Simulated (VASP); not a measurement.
# Ni (P6_3/mmc) in VASP: notebook, part 2 of 2

VASP 6.6.1.

## 3. Single point, PBEsol, collinear spin, ferromagnetic start (7.30 Å³/atom)

File INCAR:

```
SYSTEM = Ni
PREC = Accurate ; ENCUT = 520
EDIFF = 1E-6 ; ISMEAR = -1
SIGMA = 0.1 ; LREAL = .FALSE.
LASPH = .TRUE. ; NELM = 150
ALGO = Normal ; ISIF = 2
LWAVE = .FALSE. ; LCHARG = .FALSE.
ISPIN = 2 ; MAGMOM = 1 1
LORBIT = 11 ; LMAXMIX = 4
GGA = PS ; NBANDS = 21
```

File KPOINTS:

```
regular mesh
0
G
  18 18 10
  0 0 0
```

File POSCAR:

```
Ni
1.0
    2.1740079104      0.0000000000      0.0000000000
   -1.0870039552      1.8827460784      0.0000000000
    0.0000000000      0.0000000000      3.5669592850
Ni
2
Direct
    0.3333333333      0.6666666667      0.2500000000
    0.6666666667      0.3333333333      0.7500000000
```

Potentials or basis: VASP PAW PBE potentials, release 64 (Ni).

Started as:

```
$ cat potpaw_PBE.64/Ni/POTCAR > POTCAR
$ mpirun -np 1 vasp_std > vasp.out
```

OUTCAR:

```text
SYSTEM = Ni
   PREC = Accurate
   ENCUT = 520
   EDIFF = 1E-6
   ISMEAR = -1
   LREAL = .FALSE.
   LASPH = .TRUE.
   NELM = 150
   ISIF = 2
   ISPIN = 2
   LORBIT = 11
   GGA = PS

 ion  position               nearest neighbor table
   1  0.333  0.667  0.250-   2 2.18   2 2.18   2 2.18   2 2.18   2 2.18   2 2.18   2 3.08   2 3.08
                             2 3.08   2 3.08   2 3.08   2 3.08
   2  0.667  0.333  0.750-   1 2.18   1 2.18   1 2.18   1 2.18   1 2.18   1 2.18   1 3.08   1 3.08
                             1 3.08   1 3.08   1 3.08   1 3.08

  LATTYP: Found a hexagonal cell.
 ALAT       =     2.1740079104
 C/A-ratio  =     1.6407296717

  Lattice vectors:

 A1 = (   2.1740079104,   0.0000000000,   0.0000000000)
 A2 = (  -1.0870039552,   1.8827460784,   0.0000000000)
 A3 = (   0.0000000000,   0.0000000000,   3.5669592850)

Analysis of symmetry for initial positions (statically):
=====================================================================
 Subroutine PRICEL returns:
 Original cell was already a primitive cell.

 Routine SETGRP: Setting up the symmetry group for a
 hexagonal supercell.

[... 773 lines left out ...]
      1       4.0577      1.00000
      2       8.8996      1.00000
      3      12.9878      1.00000
      4      13.1142      1.00000
      5      13.1143      1.00000
      6      13.6510      1.00000
[... 565 lines left out ...]
     20      49.1586      0.00000
     21      53.6845      0.00000

 [... further k-points ...]
[... 5 lines left out ...]
  --------------------------------------------------------------------------------------
  -------------------------------------------------------------------------------------
  Total       17.2555992     17.2555992     17.2577972     -0.0000000     -0.0000000      0.0000000
  in kB     1893.6059244   1893.6059243   1893.8471263     -0.0000000     -0.0000000      0.0000000
  external PRESSURE =    1893.6863250 kB  Pullay stress =       0.0000000 kB

 VOLUME and BASIS-vectors are now :
 -----------------------------------------------------------------------------
  energy-cutoff  :      520.00
  volume of cell :       14.60
      direct lattice vectors                 reciprocal lattice vectors
     2.174007910  0.000000000  0.000000000     0.459979927  0.265569535  0.000000000
    -1.087003955  1.882746078  0.000000000     0.000000000  0.531139069  0.000000000
     0.000000000  0.000000000  3.566959285     0.000000000  0.000000000  0.280350831

 POSITION                                       TOTAL-FORCE (eV/Angst)
 -----------------------------------------------------------------------------------
     -0.00000      1.25516      0.89174         0.000000      0.000000      0.000000
      1.08700      0.62758      2.67522        -0.000000     -0.000000      0.000000
 -----------------------------------------------------------------------------------
    total drift:                                0.000000     -0.000000     -0.000000

  FREE ENERGIE OF THE ION-ELECTRON SYSTEM (eV)
  ---------------------------------------------------
  free  energy   TOTEN  =        -9.6671218766 eV

  energy  without entropy=       -9.5739510351  energy(sigma->0) =       -9.62053646

 total charge

# of ion       s       p       d       tot
------------------------------------------
    1        0.723   0.991   8.679  10.393
    2        0.723   0.991   8.679  10.393
--------------------------------------------------
tot          1.446   1.982  17.358  20.786

 magnetization (x)

# of ion       s       p       d       tot
------------------------------------------
    1       -0.005  -0.022   0.493   0.466
    2       -0.005  -0.022   0.493   0.466
--------------------------------------------------
tot         -0.009  -0.044   0.986   0.932
```

OSZICAR:

```text
N       E                     dE             d eps       ncg     rms          rms(c)
DAV:   1     0.943587994047E+02    0.94359E+02   -0.88177E+03 21148   0.153E+03
DAV:   2    -0.588239075601E+01   -0.10024E+03   -0.92065E+02 18933   0.251E+02
DAV:   3    -0.115020159534E+02   -0.56196E+01   -0.54461E+01 21238   0.644E+01
DAV:   4    -0.115641609937E+02   -0.62145E-01   -0.62105E-01 21172   0.637E+00
DAV:   5    -0.115656536698E+02   -0.14927E-02   -0.14926E-02 21638   0.996E-01    0.270E+01
DAV:   6    -0.991611274295E+01    0.16495E+01   -0.28568E+00 23859   0.421E+01    0.967E+00
DAV:   7    -0.973436912625E+01    0.18174E+00   -0.33695E-01 24359   0.116E+01    0.609E+00
DAV:   8    -0.966815509315E+01    0.66214E-01   -0.96806E-03 29719   0.232E+00    0.935E-01
DAV:   9    -0.966706870161E+01    0.10864E-02   -0.92930E-04 23719   0.263E-01    0.195E-01
DAV:  10    -0.966708842283E+01   -0.19721E-04   -0.13145E-04 22718   0.140E-01    0.556E-02
DAV:  11    -0.966712185032E+01   -0.33427E-04   -0.63132E-06 25899   0.405E-02    0.190E-02
DAV:  12    -0.966712187657E+01   -0.26244E-07   -0.21456E-06 19076   0.220E-02
   1 F= -.96671219E+01 E0= -.96205365E+01  d E =-.931708E-01  mag=     0.9707
```

Run time: 48 s. Hardware: 1 thread of AMD EPYC 9R45 (Zen 5), shared host; peak memory 0.17 GiB.

Results:

```
Free energy  : -9.6671 eV
Pressure     : 189.4 GPa
Net moment   : 0.97 μB per cell
Site moments : Ni +0.47 μB
```

Levels at points of the mesh, in eV from the Fermi level:
Spin up:
```
           k point  band 8  band 9  band 10  band 11  band 12  band 13
(0.00, 0.00, 0.00)   -2.37   -2.37    -1.16    -0.65    -0.65     9.18
(0.50, 0.00, 0.00)   -0.40   -0.29    -0.17     2.02     4.91    12.41
(0.00, 0.00, 0.50)   -3.70   -1.15    -1.15    -1.15    -1.15    18.90
(0.50, 0.00, 0.50)   -1.30   -0.26    -0.26     1.82     1.82    10.48
```
Spin down:
| k point | band 8 | band 9 | band 10 | band 11 | band 12 | band 13 |
| --- | --- | --- | --- | --- | --- | --- |
| (0.00, 0.00, 0.00) | -1.85 | -1.85 | -1.14 | -0.08 | -0.08 | 9.54 |
| (0.50, 0.00, 0.00) | 0.20 | 0.29 | 0.44 | 2.44 | 5.23 | 12.58 |
| (0.00, 0.00, 0.50) | -3.20 | -0.59 | -0.59 | -0.59 | -0.59 | 19.07 |
| (0.50, 0.00, 0.50) | -0.88 | 0.34 | 0.34 | 2.05 | 2.05 | 10.79 |

Caveat: the cell stands under pressure; the PAW data sets were made with another functional, which shifts forces and pressure a little.

## 4. Single point, PBEsol, collinear spin, ferromagnetic start (7.30 Å³/atom)

File INCAR:

```
  ALGO = Normal
  EDIFF = 1E-6
  ENCUT = 520
  GGA = PS
  ISIF = 2
  ISMEAR = -1
  ISPIN = 2
  LASPH = T
  LCHARG = T
  LELF = T
  LMAXMIX = 4
  LORBIT = 11
  LREAL = F
  LVHAR = T
  LWAVE = F
  MAGMOM = 1 1
  NBANDS = 21
  NELM = 150
  PREC = Accurate
  SIGMA = 0.1
```

File KPOINTS:

```
k-points
0
Gamma
  18 18 10
```

POSCAR is that of step 3.

Started as:

```
$ cat potpaw_PBE.64/Ni/POTCAR > POTCAR
$ mpirun -np 1 vasp_std > vasp.out
```

Run time: 50 s. Hardware: 1 thread of AMD EPYC 9R45 (Zen 5), shared host; peak memory 0.17 GiB.

Results (log left out):

| Item | Value |
| --- | --- |
| Free energy | -9.6671 eV |
| Pressure | 189.4 GPa |
| Net moment | 0.97 μB per cell |
| Site moments | Ni +0.47 μB |

Levels at points of the mesh, in eV from the Fermi level:
Spin up:
```
           k point  band 8  band 9  band 10  band 11  band 12  band 13
(0.00, 0.00, 0.00)   -2.37   -2.37    -1.16    -0.65    -0.65     9.18
(0.50, 0.00, 0.00)   -0.40   -0.29    -0.17     2.02     4.91    12.41
(0.00, 0.00, 0.50)   -3.70   -1.15    -1.15    -1.15    -1.15    18.90
(0.50, 0.00, 0.50)   -1.30   -0.26    -0.26     1.82     1.82    10.48
```
Spin down:
```csv
k point,band 8,band 9,band 10,band 11,band 12,band 13
"(0.00, 0.00, 0.00)",-1.85,-1.85,-1.14,-0.08,-0.08,9.54
"(0.50, 0.00, 0.00)",0.20,0.29,0.44,2.44,5.23,12.58
"(0.00, 0.00, 0.50)",-3.20,-0.59,-0.59,-0.59,-0.59,19.07
"(0.50, 0.00, 0.50)",-0.88,0.34,0.34,2.05,2.05,10.79
```

Caveat: the cell stands under pressure; the PAW data sets were made with another functional, which shifts forces and pressure a little.

## 5. Single point, PBEsol, collinear spin, ferromagnetic start

This run uses another cell than the first one, of 8.34 Å³/atom.

File INCAR:

```
PREC = Accurate
ENCUT = 520
EDIFF = 1E-7
ISMEAR = -1
SIGMA = 0.1
LREAL = F
LASPH = T
NELM = 150
ALGO = Normal
ISIF = 2
LWAVE = F
LCHARG = T
ISPIN = 2
MAGMOM = 1 1
LORBIT = 11
LMAXMIX = 4
GGA = PS
LELF = T
LVHAR = T
NBANDS = 21
```

File KPOINTS:

```
regular mesh
0
Gamma
  18 18 10
```

File POSCAR:

```
Ni
1.0
    2.2734791739      0.0000000000      0.0000000000
   -1.1367395869      1.9688907196      0.0000000000
    0.0000000000      0.0000000000      3.7276092320
Ni
2
Direct
    0.3333333333      0.6666666667      0.2500000000
    0.6666666667      0.3333333333      0.7500000000
```

Started as:

```
$ cat potpaw_PBE.64/Ni/POTCAR > POTCAR
$ mpirun -np 1 vasp_std > vasp.out
```

Run time: 68 s. Hardware: 1 thread of AMD EPYC 9R45 (Zen 5), shared host; peak memory 0.18 GiB.

The run converged. Its results:

| Property | Result |
| --- | --- |
| Free energy | -11.3855 eV |
| Pressure | 85.6 GPa |
| Net moment | 1.08 μB per cell |
| Site moments | Ni +0.53 μB |
| Valence electrons inside the program's atomic spheres | Ni 9.94 |

Stress tensor (GPa, compression positive):
```
85.61  0.00  0.00
 0.00 85.61  0.00
 0.00  0.00 85.72
```

Levels at points of the mesh, in eV from the Fermi level:
Spin up:
| k point | band 8 | band 9 | band 10 | band 11 | band 12 | band 13 |
| --- | --- | --- | --- | --- | --- | --- |
| (0.00, 0.00, 0.00) | -2.08 | -2.08 | -0.91 | -0.66 | -0.66 | 7.80 |
| (0.50, 0.00, 0.00) | -0.47 | -0.38 | -0.29 | 1.66 | 4.17 | 11.22 |
| (0.00, 0.00, 0.50) | -3.15 | -1.08 | -1.08 | -1.08 | -1.08 | 17.24 |
| (0.50, 0.00, 0.50) | -1.17 | -0.36 | -0.36 | 1.61 | 1.61 | 9.06 |
Spin down:
```
           k point  band 7  band 8  band 9  band 10  band 11  band 12
(0.00, 0.00, 0.00)   -2.10   -1.50   -1.50    -0.91    -0.04    -0.04
(0.50, 0.00, 0.00)   -2.08    0.18    0.26     0.37     2.11     4.51
(0.00, 0.00, 0.50)   -2.60   -2.60   -0.46    -0.46    -0.46    -0.46
(0.50, 0.00, 0.50)   -0.70   -0.70    0.30     0.30     1.84     1.84
```

Caveat: the cell stands under pressure; the PAW data sets were made with another functional, which shifts forces and pressure a little.

## 6. Single point, PBEsol, collinear spin, ferromagnetic start

This run uses another cell than the first one, of 4.17 Å³/atom.

File INCAR:

```
PREC = Accurate ; ENCUT = 690
EDIFF = 1E-6 ; ISMEAR = -1
SIGMA = 0.1 ; LREAL = F
LASPH = T ; NELM = 200
ALGO = Normal ; ISIF = 2
LWAVE = F ; LCHARG = F
ISPIN = 2 ; MAGMOM = 1 1
LORBIT = 11 ; LMAXMIX = 4
GGA = PS ; NBANDS = 29
GGA_COMPAT = F
```

KPOINTS is that of step 5.

File POSCAR:

```
Ni
1.0
    1.8013809310      0.0000000000      0.0000000000
   -0.9006904655      1.5600416481      0.0000000000
    0.0000000000      0.0000000000      2.9687335551
Ni
2
Direct
    0.3333333333      0.6666666667      0.2500000000
    0.6666666667      0.3333333333      0.7500000000
```

Potentials or basis: VASP PAW PBE potentials, release 64 (Ni_sv_GW).

Started as:

```
$ cat potpaw_PBE.64/Ni_sv_GW/POTCAR > POTCAR
$ mpirun -np 1 vasp_std > vasp.out
```

Wall time 90 s (1 thread of Intel Xeon Platinum 8559C (Emerald Rapids), shared host); peak memory 0.26 GiB.

The run converged, but its numbers aren't listed here, since they failed a check.

Caveat: the cell stands under pressure; the moments typed at the start vanished in this run; the PAW data sets were made with another functional, which shifts forces and pressure a little.
